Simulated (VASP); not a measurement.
Wanted: the native input for a VASP 6.6.1 run.

| Item | Value |
| --- | --- |
| Task | single point |
| Functional | PBE |
| Potentials or basis | VASP PAW PBE potentials, release 64 (Hf_pv, O) |
| Cutoff | 520 eV |
| k mesh | 6 × 6 × 4 |
| Occupations | gaussian, width 0.05 eV |
| Spin | no spin polarisation |
| Dipole correction | no |
| Further INCAR settings | ALGO = Normal; EDIFF = 1e-06; NBANDS = 31 |

The structure of HfO2 lies in POSCAR:

```
HfO2
1.0
    3.6043048131      0.0000000000      0.0000000000
    0.0000000000      3.6043048131      0.0000000000
    0.0000000000      0.0000000000      5.2639671549
Hf O
2 4
Direct
    0.5000000000      0.3751492942      0.4145131444
    0.0000000000      0.0000000000      0.0000000000
    0.0000000000      0.5000000000      0.6932521152
    0.5000000000      0.0000000000      0.8067478848
    0.5000000000      0.0000000000      0.3067478848
    0.0000000000      0.5000000000      0.1932521152
```

This cell differs from its parent crystal: atom 1 (Hf) moved by (-0.450, -0.450) A along y and z.

These files were run (other wordings do the same):

INCAR

```
PREC = Accurate
ENCUT = 520
EDIFF = 1E-6
ISMEAR = 0
SIGMA = 0.05
LREAL = F
LASPH = T
NELM = 60
ALGO = Normal
ISIF = 2
LWAVE = F
LCHARG = T
GGA = PE
LELF = T
LVHAR = T
NBANDS = 31
```

KPOINTS

```
Automatic mesh
0
Gamma
  6 6 4
```

Potentials or basis: VASP PAW PBE potentials, release 64 (Hf_pv, O).

The run is started by

```sh
$ cat potpaw_PBE.64/Hf_pv/POTCAR potpaw_PBE.64/O/POTCAR > POTCAR
$ mpirun -np 1 vasp_std > vasp.out
```

Results of the run:

* Pressure: 43.4 GPa
* Largest force: 41.737 eV/Å
* Band gap on the k mesh: 2.49 eV (least direct gap 2.76 eV)

Caveat: the cell differs from its parent crystal (atom 1 (Hf) moved by (-0.450, -0.450) A along y and z); atoms lie so close that the PAW spheres overlap strongly, which falsifies energies and pressures; the stress differs along the axes, from -3 to 119 GPa; spin-orbit coupling is left out, which moves the levels of the heavy elements; forces of over 1 eV/Å act on the atoms, so gaps and moduli don't describe the material at rest.

Wall time 3.9 min on 1 thread of Intel Xeon 8259CL (shared host), peak memory 0.21 GiB.
